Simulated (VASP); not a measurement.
# Ta2N (P4_2/mnm) in VASP: single point with r2SCAN

Aim: the single point of Ta2N with r2SCAN.

All numbers are computed with VASP 6.6.1; they aren't measurements. Logs are shortened: lines on timing, memory, paths and dates and some standing lists are left out, and cuts for length are marked.

**1. The cell of the first run**

The structure is tetragonal, space group P4_2/mnm (No. 136). Conventional cell: a = 5.042 Å, b = 5.042 Å, c = 3.248 Å, α = 90.00°, β = 90.00°, γ = 90.00°. Within 2.8 Å of Ta (site symmetry m2m) lie 3 N at 2.13 to 2.18 Å and 1 Ta at 2.77 Å. N (site symmetry mmm) has 6 Ta at 2.13 to 2.18 Å within 2.8 Å.

**2. Single point, r2SCAN**

Contents of POSCAR:

```
Ta2N
1.0
    5.0421221510      0.0000000000      0.0000000000
    0.0000000000      5.0421221510      0.0000000000
    0.0000000000      0.0000000000      3.2476359262
Ta N
4 2
Direct
    0.3060000000      0.3060000000      0.0000000000
    0.1940000000      0.8060000000      0.5000000000
    0.6940000000      0.6940000000      0.0000000000
    0.8060000000      0.1940000000      0.5000000000
    0.0000000000      0.0000000000      0.0000000000
    0.5000000000      0.5000000000      0.5000000000
```

Contents of INCAR.step1:

```
  PREC = Accurate
  ENCUT = 770
  ISMEAR = 0
  SIGMA = 0.1
  LREAL = F
  LASPH = T
  NELM = 120
  NBANDS = 40
  GGA = PE
  ALGO = Normal
  EDIFF = 1E-5
  LWAVE = T
  LCHARG = F
  GGA_COMPAT = F
```

Contents of INCAR.step2:

```
  PREC = Accurate
  ENCUT = 770
  EDIFF = 1E-6
  ISMEAR = 0
  SIGMA = 0.1
  LREAL = F
  LASPH = T
  NELM = 120
  ALGO = Normal
  ISIF = 2
  LWAVE = F
  LCHARG = T
  METAGGA = R2SCAN
  LMIXTAU = T
  LELF = T
  LVHAR = T
  NBANDS = 40
  ISTART = 1
  GGA_COMPAT = F
```

Contents of KPOINTS:

```
regular mesh
0
Gamma
  4 4 6
```

Potentials or basis: VASP PAW PBE potentials, release 64 (Ta_sv_GW, N).

On the command line:

```bash
cat potpaw_PBE.64/Ta_sv_GW/POTCAR potpaw_PBE.64/N/POTCAR > POTCAR
cp INCAR.step1 INCAR
mpirun -np 1 vasp_std > vasp.out
cp INCAR.step2 INCAR
mpirun -np 1 vasp_std > vasp.out
```

OUTCAR:

```text
PREC = Accurate
   ENCUT = 770
   EDIFF = 1E-6
   ISMEAR = 0
   LREAL = F
   LASPH = T
   NELM = 120
   ISIF = 2
   METAGGA = R2SCAN
   ISTART = 1

 ion  position               nearest neighbor table
   1  0.306  0.306  0.000-   6 2.13   6 2.13   5 2.18   3 2.77   4 3.05   2 3.05   4 3.05   2 3.05
                             2 3.05   2 3.05   4 3.05   4 3.05
   2  0.194  0.806  0.500-   5 2.13   5 2.13   6 2.18   4 2.77   1 3.05   1 3.05   3 3.05   3 3.05
                             1 3.05   1 3.05   3 3.05   3 3.05
   3  0.694  0.694  0.000-   6 2.13   6 2.13   5 2.18   1 2.77   4 3.05   2 3.05   4 3.05   2 3.05
                             4 3.05   4 3.05   2 3.05   2 3.05
   4  0.806  0.194  0.500-   5 2.13   5 2.13   6 2.18   2 2.77   3 3.05   1 3.05   3 3.05   1 3.05
                             3 3.05   3 3.05   1 3.05   1 3.05
   5  0.000  0.000  0.000-   2 2.13   4 2.13   2 2.13   4 2.13   3 2.18   1 2.18
   6  0.500  0.500  0.500-   1 2.13   3 2.13   1 2.13   3 2.13   2 2.18   4 2.18

  LATTYP: Found a simple tetragonal cell.
 ALAT       =     5.0421221510
 C/A-ratio  =     0.6441010013

  Lattice vectors:

 A1 = (   5.0421221510,   0.0000000000,   0.0000000000)
 A2 = (   0.0000000000,   5.0421221510,   0.0000000000)
 A3 = (   0.0000000000,   0.0000000000,   3.2476359262)

Analysis of symmetry for initial positions (statically):
=====================================================================
 Subroutine PRICEL returns:
 Original cell was already a primitive cell.

 Routine SETGRP: Setting up the symmetry group for a
 simple tetragonal supercell.

 Subroutine GETGRP returns: Found 16 space group operations
 (whereof  8 operations were pure point group operations)
 out of a pool of 16 trial point group operations.

The static configuration has the point symmetry D_2h.
 The point group associated with its full space group is D_4h.

Analysis of symmetry for dynamics (positions and initial velocities):
=====================================================================
 Subroutine PRICEL returns:
 Original cell was already a primitive cell.

 Routine SETGRP: Setting up the symmetry group for a
 simple tetragonal supercell.

 Subroutine GETGRP returns: Found 16 space group operations
 (whereof  8 operations were pure point group operations)
 out of a pool of 16 trial point group operations.

The dynamic configuration has the point symmetry D_2h.
 The point group associated with its full space group is D_4h.

 Subroutine INISYM returns: Found 16 space group operations
 (whereof  8 operations are pure point group operations),
 and found     1 'primitive' translations

----------------------------------------------------------------------------------------

                                     Primitive cell

  volume of cell :      82.5646

  direct lattice vectors                    reciprocal lattice vectors
     5.042122151  0.000000000  0.000000000     0.198329190  0.000000000  0.000000000
     0.000000000  5.042122151  0.000000000     0.000000000  0.198329190  0.000000000
     0.000000000  0.000000000  3.247635926     0.000000000  0.000000000  0.307916288

  length of vectors
     5.042122151  5.042122151  3.247635926     0.198329190  0.198329190  0.307916288

  position of ions in fractional coordinates (direct lattice)
     0.306000000  0.306000000  0.000000000
     0.194000000  0.806000000  0.500000000
     0.694000000  0.694000000  0.000000000
     0.806000000  0.194000000  0.500000000
     0.000000000  0.000000000  0.000000000
     0.500000000  0.500000000  0.500000000

  ion indices of the primitive-cell ions
   primitive index   ion index
                 1           1
                 2           2
                 3           3
                 4           4
                 5           5
                 6           6

----------------------------------------------------------------------------------------

 KPOINTS: regular mesh

Automatic generation of k-mesh.
 Grid dimensions read from file:
 generate k-points for:    4    4    6

 Generating k-lattice:

  Cartesian coordinates                     Fractional coordinates (reciprocal lattice)
     0.049582297  0.000000000  0.000000000     0.250000000  0.000000000  0.000000000
     0.000000000  0.049582297  0.000000000     0.000000000  0.250000000  0.000000000
     0.000000000  0.000000000  0.051319381     0.000000000  0.000000000  0.166666667

  Length of vectors
     0.049582297  0.049582297  0.051319381

  Shift w.r.t. Gamma in fractional coordinates (k-lattice)
     0.000000000  0.000000000  0.000000000

 Subroutine IBZKPT returns following result:
 ===========================================

 Found     24 irreducible k-points:

 Following reciprocal coordinates:
            Coordinates               Weight
  0.000000  0.000000  0.000000      1.000000
  0.250000  0.000000  0.000000      4.000000
  0.500000  0.000000  0.000000      2.000000
  0.250000  0.250000  0.000000      4.000000
  0.500000  0.250000  0.000000      4.000000
  0.500000  0.500000  0.000000      1.000000
[... 16 lines left out ...]
  0.500000  0.250000  0.500000      4.000000
  0.500000  0.500000  0.500000      1.000000
   k-points           NKPTS =     24   k-points in BZ     NKDIM =     24   number of bands    NBANDS=     40
   number of dos      NEDOS =    301   number of ions     NIONS =      6
   total plane-waves  NPLWV =  69120
   dimension x,y,z NGX =    48 NGY =   48 NGZ =   30
   dimension x,y,z NGXF=    96 NGYF=   96 NGZF=   60
   ions per type =               4   2
   NGX,Y,Z   is equivalent  to a cutoff of  15.83, 15.83, 15.36 a.u.
   NGXF,Y,Z  is equivalent  to a cutoff of  31.65, 31.65, 30.71 a.u.
 SYSTEM =  unknown system
   PREC   = accura    normal or accurate (medium, high low for compatibility)
   ISTART =      1    job   : 0-new  1-cont  2-samecut
   ICHARG =      0    charge: 1-file 2-atom 10-const
   ISPIN  =      1    spin polarized calculation?
   LNONCOLLINEAR =      F non collinear calculations
   LSORBIT =      F    spin-orbit coupling
   LASPH  =      T    aspherical Exc in radial PAW
   ENCUT  =  770.0 eV  56.59 Ry    7.52 a.u.  11.41 11.41  7.35*2*pi/ulx,y,z
   NELM   =    120;   NELMIN=  2; NELMDL=  0     # of ELM steps
   EDIFF  = 0.1E-05   stopping-criterion for ELM
   LREAL  =      F    real-space projection
   EDIFFG = 0.1E-04   stopping-criterion for IOM
   NSW    =      0    number of steps for IOM
   IBRION =     -1    ionic relax: 0-MD 1-quasi-New 2-CG
   NFREE  =      0    steps in history (QN), initial steepest desc. (CG)
   ISIF   =      2    stress and relaxation
   ISYM   =      2    0-nonsym 1-usesym 2-fastsym
   POTIM  = 0.5000    time-step for ionic-motion
   TEBEG  =    0.0;   TEEND  =   0.0 temperature during run
   PSTRESS=    0.0 pullay stress
   NELECT =      62.0000    total number of electrons
   NUPDOWN=      -1.0000    fix difference up-down
   EMIN   =  10.00;   EMAX   =-10.00  energy-range for DOS
   EFERMI =   0.00;   METHOD = LEGACY
   ISMEAR =     0;   SIGMA  =   0.10  broadening in eV -4-tet -1-fermi 0-gaus
   EFERMI_NEDOS =   21; number of points for ismear=-14 and -15
   IALGO  =     38    algorithm
   IMIX   =      4    mixing-type and parameters
     AMIX     =   0.40;   BMIX     =  1.00
     AMIX_MAG =   1.60;   BMIX_MAG =  1.00
  volume/ion in A,a.u.               =      13.76        92.86
  Fermi-wavevector in a.u.,A,eV,Ry     =   1.488015  2.811941 30.125874  2.214189
  Thomas-Fermi vector in A             =   2.601103
   LORBIT       =      0    0 simple, 1 ext, 2 COOP (PROOUT), +10 PAW based schemes
   METAGGA = R2SCAN    functional components
   LHFCALC =     F    Hartree Fock is set to
   AEXX    =    0.0000 exact exchange contribution
   IVDW    =     0    specifies the selected vdW correction
   LEPSILON=     F    determine dielectric tensor
   LRPA    =     F    only Hartree local field effects (RPA)
 non-spin polarized calculation
 Gauss-broadening in eV      SIGMA  =   0.10
  energy-cutoff  :      770.00
  volume of cell :       82.56
 maximum number of plane-waves:      4030
 NGX is ok and might be reduce to    48
   NGX = 23   NGY = 23   NGZ = 15

 number of electron      61.9999997 magnetization

 Free energy of the ion-electron system (eV)
  ---------------------------------------------------
  ext. energy  EPLUGINS =         0.00000000
  ---------------------------------------------------
  free energy    TOTEN  =      -227.09505039 eV

  energy without entropy =     -227.08086648  energy(sigma->0) =     -227.08795843

 E-fermi :  11.4761     XC(G=0): -14.1566

 val. band max:       11.4356077716   @ k =   0.2500   0.2500   0.0000
 cond. band min:      11.5505810113   @ k =   0.5000   0.5000   0.0000
 fundamental gap:      0.1149732397
 Fermi energy:        11.4761438764

 k-point     1 :       0.0000    0.0000    0.0000
  band No.  band energies     occupation
      1     -59.0791      2.00000
      2     -58.9850      2.00000
      3     -58.9850      2.00000
      4     -58.9809      2.00000
      5     -25.8022      2.00000
      6     -24.9828      2.00000
[... 32 lines left out ...]
     39      16.0106      0.00000
     40      16.0106      0.00000

 k-point     2 :       0.2500    0.0000    0.0000
  band No.  band energies     occupation
      1     -59.0681      2.00000
      2     -59.0078      2.00000
      3     -58.9816      2.00000
      4     -58.9726      2.00000
      5     -25.7165      2.00000
      6     -25.2324      2.00000
[... 32 lines left out ...]
     39      14.6352      0.00000
     40      15.5566      0.00000

 k-point     3 :       0.5000    0.0000    0.0000
  band No.  band energies     occupation
      1     -59.0403      2.00000
      2     -59.0403      2.00000
      3     -58.9748      2.00000
      4     -58.9748      2.00000
      5     -25.5011      2.00000
      6     -25.5011      2.00000
[... 32 lines left out ...]
     39      14.7081      0.00000
     40      14.7081      0.00000

 k-point     4 :       0.2500    0.2500    0.0000
  band No.  band energies     occupation
      1     -59.0585      2.00000
      2     -59.0127      2.00000
      3     -58.9859      2.00000
      4     -58.9730      2.00000
      5     -25.6397      2.00000
      6     -25.2762      2.00000
[... 32 lines left out ...]
     39      14.8975      0.00000
     40      15.0497      0.00000
[... 772 lines left out ...]
     39      15.8470      0.00000
     40      16.0478      0.00000

 k-point    23 :       0.5000    0.2500    0.5000
  band No.  band energies     occupation
      1     -59.0174      2.00000
      2     -59.0174      2.00000
      3     -58.9755      2.00000
      4     -58.9755      2.00000
      5     -25.4969      2.00000
      6     -25.4969      2.00000
[... 32 lines left out ...]
     39      16.4636      0.00000
     40      16.4641      0.00000

 k-point    24 :       0.5000    0.5000    0.5000
  band No.  band energies     occupation
      1     -59.0169      2.00000
      2     -59.0169      2.00000
      3     -58.9759      2.00000
      4     -58.9759      2.00000
      5     -25.5720      2.00000
      6     -25.5720      2.00000
[... 32 lines left out ...]
     39      16.6963      0.00000
     40      16.6965      0.00000

------------------------ aborting loop because EDIFF is reached ----------------------------------------

  FORCE on cell =-STRESS in cart. coord.  units (eV):
  Direction    XX          YY          ZZ          XY          YZ          ZX
  --------------------------------------------------------------------------------------
  -------------------------------------------------------------------------------------
  Total        0.4818205      0.4818205     -4.8743938      0.0000000      0.0000000      0.0000000
  in kB        9.3497893      9.3497893    -94.5882372      0.0000000      0.0000000      0.0000000
  external PRESSURE =     -25.2962196 kB  Pullay stress =       0.0000000 kB

 VOLUME and BASIS-vectors are now :
 -----------------------------------------------------------------------------
  energy-cutoff  :      770.00
  volume of cell :       82.56
      direct lattice vectors                 reciprocal lattice vectors
     5.042122151  0.000000000  0.000000000     0.198329190  0.000000000  0.000000000
     0.000000000  5.042122151  0.000000000     0.000000000  0.198329190  0.000000000
     0.000000000  0.000000000  3.247635926     0.000000000  0.000000000  0.307916288

 POSITION                                       TOTAL-FORCE (eV/Angst)
 -----------------------------------------------------------------------------------
      1.54289      1.54289      0.00000        -1.759891     -1.759891      0.000000
      0.97817      4.06395      1.62382         1.759891     -1.759891      0.000000
      3.49923      3.49923      0.00000         1.759891      1.759891      0.000000
      4.06395      0.97817      1.62382        -1.759891      1.759891      0.000000
      0.00000      0.00000      0.00000         0.000000      0.000000      0.000000
      2.52106      2.52106      1.62382         0.000000      0.000000      0.000000
 -----------------------------------------------------------------------------------
    total drift:                               -0.000000      0.000000     -0.000000

  FREE ENERGIE OF THE ION-ELECTRON SYSTEM (eV)
  ---------------------------------------------------
  free  energy   TOTEN  =      -227.0950503892 eV

  energy  without entropy=     -227.0808664796  energy(sigma->0) =     -227.08795843
```

Run time: 4.6 min. Hardware: 1 thread of Intel Xeon 6975P-C (Granite Rapids), shared host; peak memory 0.34 GiB.

What came out:

| Quantity | Value |
| --- | --- |
| Free energy | -227.0951 eV |
| Pressure | -2.5 GPa |
| Largest force | 2.489 eV/Å |
| Band gap on the k mesh | zero (bands 31 and 32 overlap by 2.26 eV) |

Forces on the atoms (eV/Å):
```
Ta  -1.760 -1.760  0.000
Ta   1.760 -1.760  0.000
Ta   1.760  1.760  0.000
Ta  -1.760  1.760  0.000
N    0.000  0.000  0.000
N    0.000  0.000  0.000
```

Caveat: the stress differs along the axes, from -9 to 1 GPa; the PAW data sets were made with another functional, which shifts forces and pressure a little; spin-orbit coupling is left out, which moves the levels of the heavy elements.

The gap in the log of VASP goes by the Fermi energy; the results here count the filled bands.